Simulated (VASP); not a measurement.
**Ba: single point with PBE**

The system is Ba.

```
Ba
1.0
     3.59177   -2.51690    0.00000
     3.59177    2.51690    0.00000
     0.00000    0.00000    7.19005
Ba
2
Direct
  0.25323 0.74677 0.75000
  0.74677 0.25323 0.25000
```

- Program: VASP 6.6.1
- Task: single point
- Functional: PBE
- Potentials or basis: VASP PAW PBE potentials, release 64 (Ba_sv)
- Cutoff: 520 eV
- k mesh: 9 × 9 × 5
- Occupations: fermi-dirac, width 0.05 eV
- Spin: no spin polarisation

```yaml
Pressure: -0.2 GPa
Largest_force: 0.022 eV/Å
Band_gap_on_the_k_mesh: zero (bands 10 and 11 overlap by 0.91 eV)
```

Forces on the atoms (eV/Å):
```
Ba   0.000  0.022  0.000
Ba   0.000 -0.022  0.000
```

Levels at points of the mesh, in eV from the Fermi level:
| k point | band 7 | band 8 | band 9 | band 10 | band 11 | band 12 | band 13 | band 14 |
| --- | --- | --- | --- | --- | --- | --- | --- | --- |
| (0.00, 0.00, 0.00) | -13.91 | -13.91 | -2.74 | -0.88 | 0.73 | 1.13 | 1.75 | 1.81 |

Run time: 77 s on 1 thread of Intel(R) Xeon(R) Platinum 8488C (Sapphire Rapids), with other jobs on the host, peak memory 0.33 GiB.

Caveat: spin-orbit coupling is left out, which moves the levels of the heavy elements.
